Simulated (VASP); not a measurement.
# W (Cmcm) in VASP: further runs

Runs on W. Level: PBE. Tasks: single point.

Program: VASP 6.6.1. These are calculated values, not measurements. Logs are shortened: lines on timing, memory, paths and dates and some standing lists are left out, and cuts for length are marked.

**1. The cell of the first run**

The structure is orthorhombic, space group Cmcm (No. 63). Conventional cell: a = 4.502 Å, b = 3.184 Å, c = 4.502 Å, α = 90.00°, β = 90.00°, γ = 90.00°. Within 3.3 Å of W (site symmetry m2m) lie 14 W at 2.49 to 3.23 Å.

**2. Single point, PBE (atoms displaced along a vibrational mode)**

INCAR reads:

```
ALGO     = Fast           # electronic algorithm
EDIFF    = 1E-7           # SCF threshold, eV
ENCUT    = 520            # plane-wave cutoff, eV
GGA      = PE             # functional
ISIF     = 2              # what is computed and relaxed
ISMEAR   = 0              # smearing method
LASPH    = T              # aspherical terms in the spheres
LCHARG   = F              # write CHGCAR
LREAL    = F              # projectors in reciprocal space
LWAVE    = F              # write WAVECAR
NBANDS   = 21             # bands
NELM     = 80             # most SCF steps
PREC     = Accurate       # precision mode
SIGMA    = 0.15           # smearing width, eV
```

KPOINTS reads:

```
k-points
0
Gamma
  22 22 14
```

POSCAR reads:

```
W
1.0
   -1.5917793224      1.5917793224      1.5917793224
    1.5917793224     -1.5917793224      1.5917793224
    3.1835586449      3.1835586449      0.0000000000
W
2
Direct
   -0.0824548970     -0.0824548970      0.0000000000
    0.5824548970      0.5824548970      0.5000000000
```

Potentials or basis: VASP PAW PBE potentials, release 64 (W_sv).

Run with:

```
$ cat potpaw_PBE.64/W_sv/POTCAR > POTCAR
$ mpirun -np 1 vasp_std > vasp.out
```

OUTCAR:

```text
EDIFF = 1E-7
   ENCUT = 520
   GGA = PE
   ISIF = 2
   ISMEAR = 0
   LASPH = T
   LREAL = F
   NELM = 80
   PREC = Accurate

 ion  position               nearest neighbor table
   1  0.918  0.918  0.000-   2 2.49   2 2.49   2 3.09   2 3.09   2 3.23   2 3.23   2 3.23   2 3.23

   2  0.582  0.582  0.500-   1 2.49   1 2.49   1 3.09   1 3.09   1 3.23   1 3.23   1 3.23   1 3.23

  LATTYP: Found a base centered orthorhombic cell.
 ALAT       =     3.1835586448
 B/A-ratio  =     1.4142135624
 C/A-ratio  =     1.4142135624

  Lattice vectors:

 A1 = (  -1.5917793224,   1.5917793224,   1.5917793224)
 A2 = (   1.5917793224,  -1.5917793224,   1.5917793224)
 A3 = (   3.1835586449,   3.1835586449,   0.0000000000)

Analysis of symmetry for initial positions (statically):
=====================================================================
 Subroutine PRICEL returns:
 Original cell was already a primitive cell.

 Routine SETGRP: Setting up the symmetry group for a
 base centered orthorhombic supercell.

 Subroutine GETGRP returns: Found  8 space group operations
 (whereof  4 operations were pure point group operations)
 out of a pool of  8 trial point group operations.

The static configuration has the point symmetry C_2v.
 The point group associated with its full space group is D_2h.

Analysis of symmetry for dynamics (positions and initial velocities):
=====================================================================
 Subroutine PRICEL returns:
 Original cell was already a primitive cell.

 Routine SETGRP: Setting up the symmetry group for a
 base centered orthorhombic supercell.

 Subroutine GETGRP returns: Found  8 space group operations
 (whereof  4 operations were pure point group operations)
 out of a pool of  8 trial point group operations.

The dynamic configuration has the point symmetry C_2v.
 The point group associated with its full space group is D_2h.

 Subroutine INISYM returns: Found  8 space group operations
 (whereof  4 operations are pure point group operations),
 and found     1 'primitive' translations

----------------------------------------------------------------------------------------

                                     Primitive cell

  volume of cell :      32.2655

  direct lattice vectors                    reciprocal lattice vectors
    -1.591779322  1.591779322  1.591779322    -0.157056947  0.157056947  0.314113893
     1.591779322 -1.591779322  1.591779322     0.157056947 -0.157056947  0.314113893
     3.183558645  3.183558645  0.000000000     0.157056947  0.157056947  0.000000000

  length of vectors
     2.757042661  2.757042661  4.502231812     0.384709380  0.384709380  0.222112064

  position of ions in fractional coordinates (direct lattice)
     0.917545103  0.917545103  0.000000000
     0.582454897  0.582454897  0.500000000

  ion indices of the primitive-cell ions
   primitive index   ion index
                 1           1
                 2           2

----------------------------------------------------------------------------------------

 KPOINTS: k-points

Automatic generation of k-mesh.
 Grid dimensions read from file:
 generate k-points for:   22   22   14

 Generating k-lattice:

  Cartesian coordinates                     Fractional coordinates (reciprocal lattice)
    -0.007138952  0.007138952  0.014277904     0.045454545  0.000000000  0.000000000
     0.007138952 -0.007138952  0.014277904     0.000000000  0.045454545  0.000000000
     0.011218353  0.011218353  0.000000000     0.000000000  0.000000000  0.071428571

  Length of vectors
     0.017486790  0.017486790  0.015865147

  Shift w.r.t. Gamma in fractional coordinates (k-lattice)
     0.000000000  0.000000000  0.000000000

 Subroutine IBZKPT returns following result:
 ===========================================

 Found   1064 irreducible k-points:

 Following reciprocal coordinates:
            Coordinates               Weight
  0.000000  0.000000  0.000000      1.000000
  0.045455  0.000000  0.000000      4.000000
  0.090909  0.000000  0.000000      4.000000
  0.136364  0.000000  0.000000      4.000000
  0.181818  0.000000  0.000000      4.000000
  0.227273  0.000000  0.000000      4.000000
[... 16 lines left out ...]
  0.500000  0.045455  0.000000      4.000000
 -0.454545  0.045455  0.000000      4.000000
 [... further k-points ...]
   k-points           NKPTS =   1064   k-points in BZ     NKDIM =   1064   number of bands    NBANDS=     21
   number of dos      NEDOS =    301   number of ions     NIONS =      2
   total plane-waves  NPLWV =  20736
   dimension x,y,z NGX =    24 NGY =   24 NGZ =   36
   dimension x,y,z NGXF=    48 NGYF=   48 NGZF=   72
   ions per type =               2
   NGX,Y,Z   is equivalent  to a cutoff of  14.47, 14.47, 13.29 a.u.
   NGXF,Y,Z  is equivalent  to a cutoff of  28.94, 28.94, 26.59 a.u.
 SYSTEM =  unknown system
   PREC   = accura    normal or accurate (medium, high low for compatibility)
   ISTART =      0    job   : 0-new  1-cont  2-samecut
   ICHARG =      2    charge: 1-file 2-atom 10-const
   ISPIN  =      1    spin polarized calculation?
   LNONCOLLINEAR =      F non collinear calculations
   LSORBIT =      F    spin-orbit coupling
   LASPH  =      T    aspherical Exc in radial PAW
   ENCUT  =  520.0 eV  38.22 Ry    6.18 a.u.   5.13  5.13  8.37*2*pi/ulx,y,z
   NELM   =     80;   NELMIN=  2; NELMDL= -5     # of ELM steps
   EDIFF  = 0.1E-06   stopping-criterion for ELM
   LREAL  =      F    real-space projection
   EDIFFG = 0.1E-05   stopping-criterion for IOM
   NSW    =      0    number of steps for IOM
   IBRION =     -1    ionic relax: 0-MD 1-quasi-New 2-CG
   NFREE  =      0    steps in history (QN), initial steepest desc. (CG)
   ISIF   =      2    stress and relaxation
   ISYM   =      2    0-nonsym 1-usesym 2-fastsym
   POTIM  = 0.5000    time-step for ionic-motion
   TEBEG  =    0.0;   TEEND  =   0.0 temperature during run
   PSTRESS=    0.0 pullay stress
   NELECT =      28.0000    total number of electrons
   NUPDOWN=      -1.0000    fix difference up-down
   EMIN   =  10.00;   EMAX   =-10.00  energy-range for DOS
   EFERMI =   0.00;   METHOD = LEGACY
   ISMEAR =     0;   SIGMA  =   0.15  broadening in eV -4-tet -1-fermi 0-gaus
   EFERMI_NEDOS =   21; number of points for ismear=-14 and -15
   IALGO  =     68    algorithm
   IMIX   =      4    mixing-type and parameters
     AMIX     =   0.40;   BMIX     =  1.00
     AMIX_MAG =   1.60;   BMIX_MAG =  1.00
  volume/ion in A,a.u.               =      16.13       108.87
  Fermi-wavevector in a.u.,A,eV,Ry     =   1.561522  2.950848 33.175760  2.438350
  Thomas-Fermi vector in A             =   2.664575
   LORBIT       =      0    0 simple, 1 ext, 2 COOP (PROOUT), +10 PAW based schemes
   GGA     = PE    functional components
   LHFCALC =     F    Hartree Fock is set to
   AEXX    =    0.0000 exact exchange contribution
   IVDW    =     0    specifies the selected vdW correction
   LEPSILON=     F    determine dielectric tensor
   LRPA    =     F    only Hartree local field effects (RPA)
 non-spin polarized calculation
 RMM-DIIS sequential band-by-band and
 Gauss-broadening in eV      SIGMA  =   0.15
  energy-cutoff  :      520.00
  volume of cell :       32.27
 maximum number of plane-waves:       902
 NGX is ok and might be reduce to    24
   NGX = 11   NGY = 11   NGZ = 17

 number of electron      27.9999995 magnetization

 Free energy of the ion-electron system (eV)
  ---------------------------------------------------
  ext. energy  EPLUGINS =         0.00000000
  ---------------------------------------------------
  free energy    TOTEN  =       -24.97325155 eV

  energy without entropy =      -24.96058289  energy(sigma->0) =      -24.96691722

 E-fermi :  11.0303     XC(G=0): -13.4899

 val. band max:       11.0297914811   @ k =  -0.1364   0.1364   0.4286
 cond. band min:      11.0340735408   @ k =   0.2727   0.2727   0.0714
 fundamental gap:      0.0042820597
 Fermi energy:        11.0302832073

 k-point     1 :       0.0000    0.0000    0.0000
  band No.  band energies     occupation
      1     -62.9280      2.00000
      2     -62.7206      2.00000
      3     -28.0382      2.00000
      4     -26.8702      2.00000
      5     -26.6014      2.00000
      6     -26.5814      2.00000
[... 13 lines left out ...]
     20      14.9927      0.00000
     21      22.5084      0.00000

 k-point     2 :       0.0455    0.0000    0.0000
  band No.  band energies     occupation
      1     -62.9264      2.00000
      2     -62.7197      2.00000
      3     -28.0327      2.00000
      4     -26.8781      2.00000
      5     -26.6164      2.00000
      6     -26.5895      2.00000
[... 13 lines left out ...]
     20      15.2093      0.00000
     21      22.4289      0.00000

 k-point     3 :       0.0909    0.0000    0.0000
  band No.  band energies     occupation
      1     -62.9217      2.00000
      2     -62.7170      2.00000
      3     -28.0163      2.00000
      4     -26.9034      2.00000
      5     -26.6745      2.00000
      6     -26.5976      2.00000
[... 13 lines left out ...]
     20      15.8237      0.00000
     21      22.1968      0.00000

 k-point     4 :       0.1364    0.0000    0.0000
  band No.  band energies     occupation
      1     -62.9143      2.00000
      2     -62.7127      2.00000
      3     -27.9901      2.00000
      4     -26.9506      2.00000
      5     -26.7666      2.00000
      6     -26.6075      2.00000
[... 13 lines left out ...]
     20      16.6829      0.00000
     21      21.8321      0.00000

 k-point     5 :       0.1818    0.0000    0.0000
  band No.  band energies     occupation
      1     -62.9048      2.00000
      2     -62.7073      2.00000
      3     -27.9559      2.00000
      4     -27.0237      2.00000
      5     -26.8808      2.00000
      6     -26.6218      2.00000
[... 13 lines left out ...]
     20      17.6521      0.00000
     21      21.3694      0.00000
[... 382 lines left out ...]
     20      19.7623      0.00000
     21      20.0877      0.00000

 k-point    22 :       0.4545    0.0455    0.0000
  band No.  band energies     occupation
      1     -62.8468      2.00000
      2     -62.6763      2.00000
      3     -27.7352      2.00000
      4     -27.5786      2.00000
      5     -27.4684      2.00000
      6     -26.7010      2.00000
[... 13 lines left out ...]
     20      18.8060      0.00000
     21      20.4796      0.00000

 k-point    23 :       0.5000    0.0455    0.0000
  band No.  band energies     occupation
      1     -62.8460      2.00000
      2     -62.6753      2.00000
      3     -27.7343      2.00000
      4     -27.5924      2.00000
      5     -27.4806      2.00000
      6     -26.6944      2.00000
[... 13 lines left out ...]
     20      17.8764      0.00000
     21      20.7735      0.00000

 k-point    24 :      -0.4545    0.0455    0.0000
  band No.  band energies     occupation
      1     -62.8485      2.00000
      2     -62.6760      2.00000
      3     -27.7469      2.00000
      4     -27.5717      2.00000
      5     -27.4606      2.00000
      6     -26.6862      2.00000
[... 13 lines left out ...]
     20      19.1579      0.00000
     21      20.6076      0.00000

 [... further k-points ...]
[... 5 lines left out ...]
  --------------------------------------------------------------------------------------
  -------------------------------------------------------------------------------------
  Total        3.2006938      3.2006938      2.0148386      3.4094890     -0.0000000      0.0000000
  in kB      158.9337555    158.9337555    100.0488923    169.3016973     -0.0000000      0.0000000
  external PRESSURE =     139.3054678 kB  Pullay stress =       0.0000000 kB

 VOLUME and BASIS-vectors are now :
 -----------------------------------------------------------------------------
  energy-cutoff  :      520.00
  volume of cell :       32.27
      direct lattice vectors                 reciprocal lattice vectors
    -1.591779322  1.591779322  1.591779322    -0.157056947  0.157056947  0.314113893
     1.591779322 -1.591779322  1.591779322     0.157056947 -0.157056947  0.314113893
     3.183558645  3.183558645  0.000000000     0.157056947  0.157056947  0.000000000

 POSITION                                       TOTAL-FORCE (eV/Angst)
 -----------------------------------------------------------------------------------
      0.00000      0.00000      2.92106        -0.000000     -0.000000      3.461735
      1.59178      1.59178      1.85428         0.000000      0.000000     -3.461735
 -----------------------------------------------------------------------------------
    total drift:                               -0.000000     -0.000000     -0.000000

  FREE ENERGIE OF THE ION-ELECTRON SYSTEM (eV)
  ---------------------------------------------------
  free  energy   TOTEN  =       -24.9732515514 eV

  energy  without entropy=      -24.9605828929  energy(sigma->0) =      -24.96691722
```

Run time: 11 min. Hardware: 1 thread of Intel Xeon 8259CL, shared host; peak memory 0.63 GiB.

What came out:

* Free energy: -24.9733 eV
* Pressure: 13.9 GPa
* Largest force: 3.462 eV/Å
* Band gap on the k mesh: zero (bands 14 and 15 overlap by 1.92 eV)

Forces on the atoms (eV/Å):
```
W    0.000  0.000  3.462
W    0.000  0.000 -3.462
```

Caveat: the cell differs from its parent crystal (atoms displaced along a vibrational mode); the stress differs along the axes, from 10 to 16 GPa; spin-orbit coupling is left out, which moves the levels of the heavy elements; forces of over 1 eV/Å act on the atoms, so gaps and moduli don't describe the material at rest.

**3. Single point, PBE (atoms displaced along a vibrational mode)**

INCAR reads:

```
SYSTEM = W
PREC     = Accurate       ! precision mode
ENCUT    = 520            ! plane-wave cutoff, eV
EDIFF    = 1E-6           ! SCF threshold, eV
ISMEAR   = 0              ! smearing method
SIGMA    = 0.15           ! smearing width, eV
LREAL    = .False.        ! projectors in reciprocal space
LASPH    = .True.         ! aspherical terms in the spheres
NELM     = 60             ! most SCF steps
ALGO     = Fast           ! electronic algorithm
ISIF     = 2              ! what is computed and relaxed
LWAVE    = .False.        ! write WAVECAR
LCHARG   = .False.        ! write CHGCAR
GGA      = PE             ! functional
NBANDS   = 21             ! bands
```

KPOINTS reads:

```
Automatic mesh
0
Gamma
  22 22 14
  0 0 0
```

POSCAR reads:

```
W
1.0
   -1.5917793224      1.5917793224      1.5917793224
    1.5917793224     -1.5917793224      1.5917793224
    3.1835586449      3.1835586449      0.0000000000
W
2
Direct
   -0.0588963550     -0.0588963550      0.0000000000
    0.5588963550      0.5588963550      0.5000000000
```

Potentials or basis: VASP PAW PBE potentials, release 64 (W_sv).

Run with:

```
$ cat potpaw_PBE.64/W_sv/POTCAR > POTCAR
$ mpirun -np 1 vasp_std > vasp.out
```

OUTCAR:

```text
SYSTEM = W
   PREC = Accurate
   ENCUT = 520
   EDIFF = 1E-6
   ISMEAR = 0
   LREAL = .False.
   LASPH = .True.
   NELM = 60
   ISIF = 2
   GGA = PE

 ion  position               nearest neighbor table
   1  0.941  0.941  0.000-   2 2.56   2 2.56   2 2.99   2 2.99   2 3.21   2 3.21   2 3.21   2 3.21

   2  0.559  0.559  0.500-   1 2.56   1 2.56   1 2.99   1 2.99   1 3.21   1 3.21   1 3.21   1 3.21

  LATTYP: Found a base centered orthorhombic cell.
 ALAT       =     3.1835586448
 B/A-ratio  =     1.4142135624
 C/A-ratio  =     1.4142135624

  Lattice vectors:

 A1 = (  -1.5917793224,   1.5917793224,   1.5917793224)
 A2 = (   1.5917793224,  -1.5917793224,   1.5917793224)
 A3 = (   3.1835586449,   3.1835586449,   0.0000000000)

Analysis of symmetry for initial positions (statically):
=====================================================================
 Subroutine PRICEL returns:
 Original cell was already a primitive cell.

 Routine SETGRP: Setting up the symmetry group for a
 base centered orthorhombic supercell.
[... 165 lines left out ...]
  ext. energy  EPLUGINS =         0.00000000
  ---------------------------------------------------
  free energy    TOTEN  =       -25.44633004 eV

  energy without entropy =      -25.43594023  energy(sigma->0) =      -25.44113514

 E-fermi :  11.0416     XC(G=0): -13.5116

 val. band max:       11.0400036499   @ k =  -0.3182   0.2727   0.0714
 cond. band min:      11.0415911429   @ k =  -0.4545   0.2727   0.1429
 fundamental gap:      0.0015874930
 Fermi energy:        11.0415814210

 k-point     1 :       0.0000    0.0000    0.0000
  band No.  band energies     occupation
      1     -62.9505      2.00000
      2     -62.7836      2.00000
      3     -27.9000      2.00000
      4     -26.9194      2.00000
      5     -26.5884      2.00000
      6     -26.5838      2.00000
[... 565 lines left out ...]
     20      19.3049      0.00000
     21      20.6018      0.00000

 [... further k-points ...]

------------------------ aborting loop because EDIFF is reached ----------------------------------------

  FORCE on cell =-STRESS in cart. coord.  units (eV):
  Direction    XX          YY          ZZ          XY          YZ          ZX
  --------------------------------------------------------------------------------------
  -------------------------------------------------------------------------------------
  Total        1.6435593      1.6435593      1.5923439      1.6210523     -0.0000000     -0.0000000
  in kB       81.6126362     81.6126362     79.0694822     80.4950276     -0.0000000     -0.0000000
  external PRESSURE =      80.7649182 kB  Pullay stress =       0.0000000 kB

 VOLUME and BASIS-vectors are now :
 -----------------------------------------------------------------------------
  energy-cutoff  :      520.00
  volume of cell :       32.27
      direct lattice vectors                 reciprocal lattice vectors
    -1.591779322  1.591779322  1.591779322    -0.157056947  0.157056947  0.314113893
     1.591779322 -1.591779322  1.591779322     0.157056947 -0.157056947  0.314113893
     3.183558645  3.183558645  0.000000000     0.157056947  0.157056947  0.000000000

 POSITION                                       TOTAL-FORCE (eV/Angst)
 -----------------------------------------------------------------------------------
      0.00000      0.00000      2.99606         0.000000      0.000000      2.689878
      1.59178      1.59178      1.77928        -0.000000     -0.000000     -2.689878
 -----------------------------------------------------------------------------------
    total drift:                               -0.000000     -0.000000     -0.000000

  FREE ENERGIE OF THE ION-ELECTRON SYSTEM (eV)
  ---------------------------------------------------
  free  energy   TOTEN  =       -25.4463300434 eV

  energy  without entropy=      -25.4359402290  energy(sigma->0) =      -25.44113514
```

Wall time 10 min (1 thread of Intel Xeon 8259CL, shared host); peak memory 0.63 GiB.

Results:

- Free energy: -25.4463 eV
- Pressure: 8.1 GPa
- Largest force: 2.690 eV/Å
- Band gap on the k mesh: zero (bands 14 and 15 overlap by 2.13 eV)

Forces on the atoms (eV/Å):
```
W    0.000  0.000  2.690
W    0.000  0.000 -2.690
```

Levels at points of the mesh, in eV from the Fermi level:
| k point | band 10 | band 11 | band 12 | band 13 | band 14 | band 15 | band 16 | band 17 | band 18 | band 19 |
| --- | --- | --- | --- | --- | --- | --- | --- | --- | --- | --- |
| (0.00, 0.00, 0.00) | -5.81 | -3.12 | -1.44 | -1.43 | -0.55 | 0.92 | 2.06 | 2.26 | 2.56 | 2.82 |
| (0.50, 0.00, 0.00) | -4.10 | -3.99 | -2.41 | -1.83 | -1.69 | 1.50 | 2.52 | 2.55 | 3.89 | 6.77 |
| (0.50, 0.50, 0.00) | -5.63 | -5.25 | -2.67 | 0.78 | 0.99 | 3.35 | 3.39 | 5.27 | 5.47 | 6.04 |
| (0.00, 0.00, 0.50) | -7.02 | -2.48 | -2.48 | -2.08 | -2.08 | 1.61 | 1.61 | 2.66 | 2.66 | 2.91 |
| (0.50, 0.00, 0.50) | -5.93 | -3.49 | -3.49 | 0.70 | 0.70 | 2.44 | 2.44 | 3.14 | 3.14 | 6.39 |
| (0.50, 0.50, 0.50) | -4.79 | -3.46 | -3.46 | -1.48 | -1.48 | 2.15 | 2.15 | 5.64 | 5.64 | 7.21 |

Caveat: the cell differs from its parent crystal (atoms displaced along a vibrational mode); the cell stands under pressure; spin-orbit coupling is left out, which moves the levels of the heavy elements; forces of over 1 eV/Å act on the atoms, so gaps and moduli don't describe the material at rest.
